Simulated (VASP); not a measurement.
Input of a VASP 6.6.1 run:

File INCAR:

```
ALGO     = Normal         # electronic algorithm
DIPOL    = 0.5 0.5 0.404
EDIFF    = 1E-7           # SCF threshold, eV
ENCUT    = 520            # plane-wave cutoff, eV
GGA      = PE             # functional
IDIPOL   = 3            
ISIF     = 2              # what is computed and relaxed
ISMEAR   = 0              # smearing method
LASPH    = T              # aspherical terms in the spheres
LCHARG   = F              # write CHGCAR
LDIPOL   = T            
LREAL    = F              # projectors in reciprocal space
LWAVE    = F              # write WAVECAR
NBANDS   = 24             # bands
NELM     = 60             # most SCF steps
PREC     = Accurate       # precision mode
SIGMA    = 0.1            # smearing width, eV
```

File KPOINTS:

```
k-points
0
Gamma
  9 9 1
```

POSCAR

```
Al8N
1.0
    2.8543223330      0.0000000000      0.0000000000
   -1.4271611665      2.4719156510      0.0000000000
    0.0000000000      0.0000000000     33.4760593533
Al N
8 1
Direct
    0.3333333333      0.6666666667      0.1194883770
    0.0000000000      0.0000000000      0.1895622803
    0.6666666667      0.3333333333      0.2596361837
    0.0000000000      0.0000000000      0.3297100869
    0.3333333333      0.6666666667      0.3992195594
    0.0000000000      0.0000000000      0.4696536480
    0.6666666667      0.3333333333      0.5400996810
    0.0000000000      0.0000000000      0.6116627748
    0.3333333333     -0.3333333333      0.7212933607
```

Potentials or basis: VASP PAW PBE potentials, release 64 (Al, N).

Launch:

```console
$ cat potpaw_PBE.64/Al/POTCAR potpaw_PBE.64/N/POTCAR > POTCAR
$ mpirun -np 1 vasp_std > vasp.out
```

Estimate the largest force.

0.367 eV/Å.

Forces on the atoms (eV/Å):
```
Al   0.000  0.000 -0.084
Al   0.000  0.000  0.033
Al   0.000  0.000  0.005
Al   0.000  0.000 -0.130
Al   0.000  0.000  0.204
Al   0.000  0.000 -0.051
Al   0.000  0.000 -0.031
Al   0.000  0.000  0.367
N    0.000  0.000 -0.313
```
